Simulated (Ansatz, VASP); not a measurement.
CuI: VASP beside Ansatz

```
CELL_PARAMETERS angstrom
0.00000 2.91223 2.91223
2.91223 0.00000 2.91223
2.91223 2.91223 0.00000
ATOMIC_POSITIONS crystal
Cu 0.25000 0.25000 0.25000
I 0.00000 0.00000 0.00000
```

Alike in both runs: task single point; functional PBE; k mesh 8 × 8 × 8; occupations gaussian, width 0.02 eV; no spin polarisation.

|  | VASP | Ansatz |
| --- | --- | --- |
| version | VASP 6.6.1 | Ansatz 0.2.0 |
| potentials or method | VASP PAW PBE potentials, release 64 (Cu, I), cutoff 520 eV | scalar-relativistic, plane waves, PAW |
| valence electrons in the cell | 18 | 36 |

VASP gave:

| Quantity | Value |
| --- | --- |
| gap on the k mesh at the Fermi level (eV) | 1.50 |
| least direct gap on the mesh (eV) | 1.50 |
| pressure (GPa) | 7.0 |

Q: What did Ansatz give for the same quantities?

A: gap on the k mesh at the Fermi level (eV): 1.47; least direct gap on the mesh (eV): 1.47; pressure (GPa): 7.0.

VASP's potentials hold 18 valence electrons a cell and Ansatz's 36, so a difference there can come from the potentials and not from the codes.

Spin-orbit coupling is off throughout.
